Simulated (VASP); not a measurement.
Input of a VASP 6.6.1 run:

The input INCAR:

```
  PREC = Accurate
  ENCUT = 520
  EDIFF = 1E-6
  ISMEAR = 0
  SIGMA = 0.03
  LREAL = False
  LASPH = True
  NELM = 100
  ALGO = Normal
  ISIF = 2
  LWAVE = False
  LCHARG = False
  GGA = PE
  NBANDS = 15
```

Contents of KPOINTS:

```
Automatic mesh
0
Gamma
  10 10 10
```

The input POSCAR:

```
TaN
1.0
    0.0000000000      2.2113230000      2.2113230000
    2.2113230000      0.0000000000      2.2113230000
    2.2113230000      2.2113230000      0.0000000000
Ta N
1 1
Direct
    0.5000000000      0.5000000000      0.5000000000
    0.0000000000      0.0000000000      0.0000000000
```

Potentials or basis: VASP PAW PBE potentials, release 64 (Ta_pv, N).

Command:

```console
$ cat potpaw_PBE.64/Ta_pv/POTCAR potpaw_PBE.64/N/POTCAR > POTCAR
$ mpirun -np 1 vasp_std > vasp.out
```

(1) Estimate the pressure.

(2) Predict the band gap on the k mesh.

Results:

(1) -0.6 GPa.

(2) zero (band 8 reaches 11.20 eV, above the bottom of band 9 at 7.29 eV).

Caveat: spin-orbit coupling is left out, which moves the levels of the heavy elements.
